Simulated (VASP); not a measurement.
Here is a VASP 6.6.1 calculation.

POSCAR

```
Mo
1.0
   -1.5838089719      1.5838089719      1.5838089719
    1.5838089719     -1.5838089719      1.5838089719
    1.5838089719      1.5838089719     -1.5838089719
Mo
1
Direct
    0.0000000000      0.0000000000      0.0000000000
```

File INCAR.step1:

```
SYSTEM = Mo
PREC     = Accurate       ! precision mode
ENCUT    = 520            ! plane-wave cutoff, eV
EDIFF    = 1E-5           ! SCF threshold, eV
ISMEAR   = -1             ! smearing method
SIGMA    = 0.05           ! smearing width, eV
LREAL    = .False.        ! projectors in reciprocal space
LASPH    = .True.         ! aspherical terms in the spheres
NELM     = 60             ! most SCF steps
ALGO     = Normal         ! electronic algorithm
ISIF     = 2              ! what is computed and relaxed
LWAVE    = .True.         ! write WAVECAR
LCHARG   = .False.        ! write CHGCAR
NBANDS   = 13             ! bands
GGA      = PE             ! functional
```

File INCAR.step2:

```
SYSTEM = Mo
PREC     = Accurate       ! precision mode
ENCUT    = 520            ! plane-wave cutoff, eV
EDIFF    = 1E-7           ! SCF threshold, eV
ISMEAR   = -1             ! smearing method
SIGMA    = 0.05           ! smearing width, eV
LREAL    = .False.        ! projectors in reciprocal space
LASPH    = .True.         ! aspherical terms in the spheres
NELM     = 60             ! most SCF steps
ALGO     = Normal         ! electronic algorithm
ISIF     = 2              ! what is computed and relaxed
LWAVE    = .False.        ! write WAVECAR
LCHARG   = .False.        ! write CHGCAR
GGA      = PE             ! functional
LHFCALC  = .True.         ! exact exchange
AEXX     = 1.0            ! exact-exchange fraction
ALDAC    = 0.0          
AGGAC    = 0.0          
PRECFOCK = Normal       
NBANDS   = 13             ! bands
ISTART   = 1
```

The input KPOINTS:

```
Automatic mesh
0
Gamma
  6 6 6
  0 0 0
```

Potentials or basis: VASP PAW PBE potentials, release 64 (Mo_sv).

The run is started by

```bash
$ cat potpaw_PBE.64/Mo_sv/POTCAR > POTCAR
$ cp INCAR.step1 INCAR
$ mpirun -np 1 vasp_std > vasp.out
$ cp INCAR.step2 INCAR
$ mpirun -np 1 vasp_std > vasp.out
```

(1) What does it give for the pressure?

(2) Predict the band gap on the k mesh.

Results:

(1) -0.6 GPa.

(2) zero (bands 7 and 8 overlap by 12.59 eV).

Caveat: the k points lie up to 0.47 Å⁻¹ apart, too coarse for converged energies and pressures of a metal; the PAW data sets were made with another functional, which shifts forces and pressure a little.
